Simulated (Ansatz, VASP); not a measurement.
## Y: VASP beside Ansatz

```
Y
1.0
     5.54504    0.00000    0.00000
    -2.77252    4.80215    0.00000
     0.00000    0.00000    3.47014
Y
3
Cartesian
  0.0000 0.0000 0.0000
  0.0000 3.2014 1.7351
  2.7725 1.6007 1.7351
```

Alike in both runs: functional PBEsol; k mesh 12 × 12 × 14; occupations gaussian, width 0.1 eV; no spin polarisation.

Ansatz relaxed the structure, and its values are those at the end. VASP's run is a single point on that final structure, the one shown.

|  | VASP | Ansatz |
| --- | --- | --- |
| version | VASP 6.6.1 | Ansatz 0.2.0 |
| potentials or method | VASP PAW PBE potentials, release 64 (Y_sv), cutoff 520 eV | scalar-relativistic, plane waves, PAW |
| valence electrons in the cell | 33 | 33 |

VASP gave:

| Property | Result |
| --- | --- |
| gap on the k mesh at the Fermi level (eV) | none |
| pressure (GPa) | -0.1 |

Task: Which values does Ansatz return?

Result: gap on the k mesh at the Fermi level (eV): none; pressure (GPa): 0.0.

VASP's potentials were made for PBE, not for PBEsol. A gap of «none» marks a metal or a gap that the smearing closes.
